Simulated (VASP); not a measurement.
**CsBr: single point with PBE**

Crystal: CsBr.

```xyz
2
Lattice="4.4352 0.0000 0.0000 0.0000 4.4352 0.0000 0.0000 0.0000 4.4352" Properties=species:S:1:pos:R:3 pbc="T T T"
Cs    0.0000    0.0000    0.0000
Br    2.2176    2.2176    2.2176
```

This cell differs from its parent crystal: strained.

```yaml
Program: VASP 6.6.1
Task: single point
Functional: PBE
Potentials_or_basis: VASP PAW PBE potentials, release 64 (Cs_sv, Br)
Cutoff: 500 eV
k_mesh: 6 × 6 × 6
Occupations: gaussian, width 0.02 eV
Spin: no spin polarisation
```

```json
{
 "Pressure": "-0.3 GPa",
 "Band gap on the k mesh": "4.13 eV (least direct gap 4.17 eV)"
}
```

Levels at points of the mesh, in eV from the valence-band top:
| k point | band 4 | band 5 | band 6 | band 7 | band 8 | band 9 | band 10 | band 11 | band 12 | band 13 |
| --- | --- | --- | --- | --- | --- | --- | --- | --- | --- | --- |
| (0.00, 0.00, 0.00) | -6.59 | -6.59 | -0.03 | -0.03 | -0.03 | 4.13 | 4.98 | 4.98 | 8.78 | 8.78 |
| (0.50, 0.00, 0.00) | -6.52 | -6.52 | -1.14 | -0.17 | -0.17 | 5.87 | 6.80 | 7.20 | 8.30 | 8.47 |
| (0.50, 0.50, 0.00) | -7.02 | -6.47 | -0.56 | -0.56 | 0.00 | 5.17 | 5.40 | 7.10 | 7.10 | 10.31 |
| (0.50, 0.50, 0.50) | -6.90 | -6.90 | -0.97 | -0.97 | -0.97 | 7.84 | 7.84 | 7.84 | 8.67 | 8.67 |

Run time: 18 s on 1 thread of AMD EPYC 7R43 64-Core Processor (Zen 3), on a shared host, peak memory 0.15 GiB.

Caveat: the cell differs from its parent crystal (strained); spin-orbit coupling is left out, which moves the levels of the heavy elements. A k mesh can miss the band edges.
